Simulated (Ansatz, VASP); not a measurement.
## One calculation of Mg, two programs

```
Mg
1.0
     3.08090    0.00000    0.00000
    -1.54045    2.66814    0.00000
     0.00000    0.00000    5.41874
Mg
2
Direct
  0.33333 0.66667 0.25000
  0.66667 0.33333 0.75000
```

Change from the starting cell: strain -0.040 along x and y, +0.040 along z, atoms carried along.

Alike in both runs: task single point; functional PBEsol; k mesh 18 × 18 × 10; occupations gaussian, width 0.15 eV; no spin polarisation.

|  | VASP | Ansatz |
| --- | --- | --- |
| version | VASP 6.6.1 | Ansatz 0.2.0 |
| potentials or method | VASP PAW PBE potentials, release 64 (Mg), cutoff 520 eV | scalar-relativistic, plane waves, PAW |
| valence electrons in the cell | 4 | 20 |

VASP gave:

| Item | Value |
| --- | --- |
| gap on the k mesh at the Fermi level (eV) | none |
| pressure (GPa) | 0.7 |
| traceless stress, the component that is largest in VASP (GPa) | -2.95 |

Problem. Estimate Ansatz's values.

Solution. gap on the k mesh at the Fermi level (eV): none; pressure (GPa): 0.8; traceless stress, the component that is largest in VASP (GPa): -2.93.

VASP's potentials were made for PBE, not for PBEsol. A gap of «none» marks a metal or a gap that the smearing closes. VASP's potentials hold 4 valence electrons a cell and Ansatz's 20, so a difference there can come from the potentials and not from the codes.
